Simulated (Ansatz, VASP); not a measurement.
## One calculation of OsI3, two programs

INCAR

```
  PREC = Accurate
  ENCUT = 520
  EDIFF = 1E-6
  ISMEAR = 0
  SIGMA = 0.05
  LREAL = F
  LASPH = T
  NELM = 150
  ALGO = Normal
  ISIF = 2
  LWAVE = F
  LCHARG = F
  ISPIN = 2
  MAGMOM = 2.58 0.16 0.16 0.16
  LORBIT = 11
  LMAXMIX = 4
  LDAU = T
  LDAUTYPE = 2
  LDAUL = 2 -1
  LDAUU = 2 0
  LDAUJ = 0 0
  LDAUPRINT = 1
  GGA = PE
  NBANDS = 26
```

File KPOINTS:

```
Automatic mesh
0
Gamma
  6 6 6
```

File POSCAR:

```
OsI3
1.0
    5.6633267872      0.0000000000      0.0000000000
    0.0000000000      5.6633267872      0.0000000000
    0.0000000000      0.0000000000      5.6633267872
Os I
1 3
Direct
    0.0000000000      0.0000000000      0.0000000000
    0.5000000000      0.0000000000      0.0000000000
    0.0000000000      0.0000000000      0.5000000000
    0.0000000000      0.5000000000      0.0000000000
```

Input for Ansatz:

```yaml
crystal:
  lattice:
    - [5.6633267872, 0.0, 0.0]
    - [0.0, 5.6633267872, 0.0]
    - [0.0, 0.0, 5.6633267872]
  atoms:
    - { symbol: Os, position: [0.0, 0.0, 0.0], spin: 2.32 }
    - { symbol: I, position: [0.5, 0.0, 0.0] }
    - { symbol: I, position: [0.0, 0.0, 0.5] }
    - { symbol: I, position: [0.0, 0.5, 0.0] }
basis:
  ecutwfc: 420
  ecutrho_ratio: 4
kpoints:
  mp_grid: { grid: [6, 6, 6] }
hamiltonian:
  xc: pbe
  hubbard:
    sites:
      - { species: Os, l: d, u_eff: 2.0, starting_ns: start.occupation_matrices }
    ns_hold: { iters: 6 }
scf:
  occupations: { method: gaussian, width: 0.05 }
  lower_state_search: "off"
output:
  forces: true
  stress: true
  eigenvalues: true
  populations: true
  hubbard: { sites: [{ species: Os, l: d }] }
magnetization:
  spin_polarized: true
```

Alike in both runs: task single point; functional PBE; k mesh 6 × 6 × 6; occupations gaussian, width 0.05 eV; collinear spin; Hubbard terms Os d U = 2.0 eV.

```csv
,VASP,Ansatz
version,VASP 6.6.1,Ansatz 0.2.0
potentials or method,"VASP PAW PBE potentials, release 64 (Os, I), cutoff 520 eV","scalar-relativistic, plane waves, PAW"
valence electrons in the cell,29,67
```

Ansatz gave:

- gap on the k mesh at the Fermi level (eV): none
- pressure (GPa): -0.8
- net moment per atom (μB): 0.86
- size of the moment on the site where the two differ most (μB): 2.34

Question: What did VASP give for the same quantities?

Answer: gap on the k mesh at the Fermi level (eV): none; pressure (GPa): -0.4; net moment per atom (μB): 0.93; size of the moment on the site where the two differ most (μB): 3.04.

Site moments also hang on the region over which each program counts them. The programs project onto different local orbitals, so the same U acts differently, and such runs can settle in different states. A gap of «none» marks a metal or a gap that the smearing closes. VASP's potentials hold 29 valence electrons a cell and Ansatz's 67, so a difference there can come from the potentials and not from the codes. Ansatz's warnings: filled band counts differ across k points.

Spin-orbit coupling is off throughout.
